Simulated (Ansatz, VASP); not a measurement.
**V in VASP and in Ansatz**

File INCAR:

```
SYSTEM = V
ALGO = Fast
EDIFF = 1E-6
ENCUT = 520
GGA = PS
ISIF = 2
ISMEAR = 0
LASPH = .TRUE.
LCHARG = .FALSE.
LREAL = .FALSE.
LWAVE = .FALSE.
NBANDS = 12
NELM = 60
PREC = Accurate
SIGMA = 0.15
```

KPOINTS

```
k-points
0
G
  22 22 22
  0 0 0
```

File POSCAR:

```
V
1.0
   -1.5356950000      1.5356950000      1.5130000000
    1.5356950000     -1.5356950000      1.5130000000
    1.5356950000      1.5356950000     -1.5130000000
V
1
Direct
    0.0000000000      0.0000000000      0.0000000000
```

Input for Ansatz:

```yaml
crystal:
  lattice:
    - [-1.535695, 1.535695, 1.513]
    - [1.535695, -1.535695, 1.513]
    - [1.535695, 1.535695, -1.513]
  atoms:
    - { symbol: V, position: [0.0, 0.0, 0.0] }
basis:
  ecutwfc: 420
kpoints:
  mp_grid: { grid: [22, 22, 22] }
hamiltonian:
  xc: pbesol
scf:
  occupations: { method: gaussian, width: 0.15 }
output:
  forces: true
  stress: true
  eigenvalues: true
```

Change from the starting cell: strain +0.015 along x and y, +0.000 along z, atoms carried along.

Alike in both runs: task single point; functional PBEsol; k mesh 22 × 22 × 22; occupations gaussian, width 0.15 eV; no spin polarisation.

|  | VASP | Ansatz |
| --- | --- | --- |
| version | VASP 6.6.1 | Ansatz 0.2.0 |
| potentials or method | VASP PAW PBE potentials, release 64 (V_sv), cutoff 520 eV | scalar-relativistic, plane waves, PAW |
| valence electrons in the cell | 13 | 13 |

|  | VASP | Ansatz | Ansatz less VASP |
| --- | --- | --- | --- |
| gap on the k mesh at the Fermi level (eV) | none | none | - |
| pressure (GPa) | -15.6 | -15.8 | -0.16 |
| traceless stress, the component that is largest in VASP (GPa) | 1.05 | 1.05 | +0.006 |

VASP's potentials were made for PBE, not for PBEsol. A gap of «none» marks a metal or a gap that the smearing closes.
